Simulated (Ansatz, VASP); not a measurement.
# Fe: VASP beside Ansatz

The input INCAR:

```
ALGO = Normal
EDIFF = 1E-6
ENCUT = 600
GGA = PE
GGA_COMPAT = False
ISIF = 2
ISMEAR = -1
LASPH = True
LCHARG = True
LELF = True
LREAL = False
LVHAR = True
LWAVE = False
NBANDS = 10
NELM = 120
PREC = Accurate
SIGMA = 0.6
```

Contents of KPOINTS:

```
k-points
0
Gamma
  16 16 16
```

The input POSCAR:

```
Fe
1.0
   -1.3807996972      1.3807996972      1.3807996972
    1.3807996972     -1.3807996972      1.3807996972
    1.3807996972      1.3807996972     -1.3807996972
Fe
1
Direct
    0.0000000000      0.0000000000      0.0000000000
```

Input for Ansatz:

```yaml
crystal:
  lattice:
    - [-1.3807996972, 1.3807996972, 1.3807996972]
    - [1.3807996972, -1.3807996972, 1.3807996972]
    - [1.3807996972, 1.3807996972, -1.3807996972]
  atoms:
    - { symbol: Fe, position: [0.0, 0.0, 0.0] }
hamiltonian:
  xc: pbe
  pseudopotentials:
    kind: paw
    azcp:
      Fe: "pseudopotentials/Fe.paw.azcp"
basis:
  ecutwfc: 420
  fft_grid_basis: typed
kpoints:
  mp_grid: { grid: [16, 16, 16], shift: [0, 0, 0] }
magnetization:
  spin_polarized: false
scf:
  occupations: { method: fermi_dirac, width: 0.6 }
  lower_state_search: "off"
output:
  stress: true
  write_density: true
  write_potential: true
  elf: true
  volumetric_format: npy
```

Alike in both runs: task single point; functional PBE; k mesh 16 × 16 × 16; occupations fermi-dirac, width 0.6 eV; no spin polarisation.

```csv
,VASP,Ansatz
version,VASP 6.6.1,Ansatz 0.2.0
potentials or method,"VASP PAW PBE potentials, release 64 (Fe), cutoff 600 eV","plane waves (420 eV) with PAW, scalar-relativistic"
valence electrons in the cell,8,16
```

|  | VASP | Ansatz | Ansatz less VASP |
| --- | --- | --- | --- |
| pressure (GPa) | 15.7 | 16.1 | +0.44 |

With one functional, cell and mesh, what is left measures potentials, basis and numerics. VASP's potentials hold 8 valence electrons a cell and Ansatz's 16, so a difference there can come from the potentials and not from the codes.
